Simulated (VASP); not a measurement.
A run of VASP 6.6.1 is set up as follows.

The input INCAR:

```
PREC = Accurate ; ENCUT = 600
EDIFF = 1E-6 ; ISMEAR = 0
SIGMA = 0.1 ; LREAL = F
LASPH = T ; NELM = 100
ALGO = Fast ; ISIF = 3
LWAVE = F ; LCHARG = F
GGA = PE ; IBRION = 2
NSW = 100 ; EDIFFG = -0.01
```

File KPOINTS:

```
Automatic mesh
0
Gamma
  10 10 10
```

File POSCAR:

```
SrAg3
1.0
    4.4675168491      0.0000000000      0.0000000000
    0.0000000000      4.4675168491      0.0000000000
    0.0000000000      0.0000000000      4.4675168491
Sr Ag
1 3
Direct
    0.0000000000      0.0000000000      0.0000000000
    0.0000000000      0.5000000000      0.5000000000
    0.5000000000      0.0000000000      0.5000000000
    0.5000000000      0.5000000000      0.0000000000
```

Potentials or basis: VASP PAW PBE potentials, release 64 (Sr_sv, Ag).

Command:

```bash
$ cat potpaw_PBE.64/Sr_sv/POTCAR potpaw_PBE.64/Ag/POTCAR > POTCAR
$ mpirun -np 1 vasp_std > vasp.out
```

**Question.** Predict the band gap on the k mesh.

**Answer.** Zero (an odd number of electrons rules out a gap without spin polarisation).

**Question.** What does it give for the relaxed volume?

**Answer.** 23.93 Å³/atom.

The path:
| step | energy change (eV) | largest force (eV/Å) | pressure (GPa) | volume (Å³) |
| --- | --- | --- | --- | --- |
| 1 | 0.0000 | 0.0000 | 3.57 | 89.17 |
| 2 | -0.0682 | 0.0000 | 0.02 | 95.72 |
